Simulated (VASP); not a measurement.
Ir: single point with LDA

Ir:

```
Ir
1.0
     0.00000    1.91970    1.91970
     1.91970    0.00000    1.91970
     1.91970    1.91970    0.00000
Ir
1
Direct
  0.00000 0.00000 0.00000
```

* Program: VASP 6.6.1
* Task: single point
* Functional: LDA
* Potentials or basis: VASP PAW LDA potentials, release 64 (Ir)
* Cutoff: 500 eV
* k mesh: 8 × 8 × 8
* Occupations: gaussian, width 0.1 eV
* Spin: no spin polarisation

The pressure is -4.8 GPa.

Levels at points of the mesh, in eV from the Fermi level:
| k point | band 1 | band 2 | band 3 | band 4 | band 5 | band 6 | band 7 | band 8 | band 9 |
| --- | --- | --- | --- | --- | --- | --- | --- | --- | --- |
| (0.00, 0.00, 0.00) | -11.15 | -3.97 | -3.97 | -3.97 | -1.22 | -1.22 | 14.28 | 19.84 | 19.84 |
| (0.50, 0.00, 0.00) | -8.17 | -4.05 | -4.05 | -0.76 | 0.85 | 0.85 | 7.21 | 13.83 | 19.69 |
| (0.50, 0.50, 0.00) | -7.95 | -7.42 | 0.85 | 1.42 | 1.42 | 1.68 | 10.47 | 11.65 | 11.65 |

Run time: 2.1 s on 1 thread of Intel(R) Xeon(R) 6975P-C (Granite Rapids), on a shared host, peak memory 0.12 GiB.

Caveat: spin-orbit coupling is left out, which moves the levels of the heavy elements.
